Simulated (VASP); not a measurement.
Runs of VASP 6.6.1 on BaZrO3. The structure is that of space group P4/mmm (No. 123), or close to it. The cells are those of the table. 

```csv
cell,gap on the mesh (eV),pressure (GPa)
"a = 4.417, b = 4.417, c = 4.138 Å, 5 atoms",2.79,-7.0
"a = 4.417, b = 4.417, c = 4.113 Å, 5 atoms",(b),-6.1
"a = 4.037, b = 4.037, c = 4.347 Å, 5 atoms",3.09,(a)
"a = 4.037, b = 4.037, c = 4.341 Å, 5 atoms",3.10,14.1
```

Alike in all rows: task single point; level PBE; potentials or basis VASP PAW PBE potentials, release 64 (Ba_sv, Zr_sv, O); no spin polarisation; k mesh 6 × 6 × 6; cutoff (eV) 520; smearing gaussian 0.02 eV.

Fill in the values left out.

(a) 13.9; (b) 2.78.

Caveats: spin-orbit coupling is left out, which moves the levels of the heavy elements.

A k mesh can miss the band edges, and the runs leave out spin-orbit coupling on Ba, Zr.
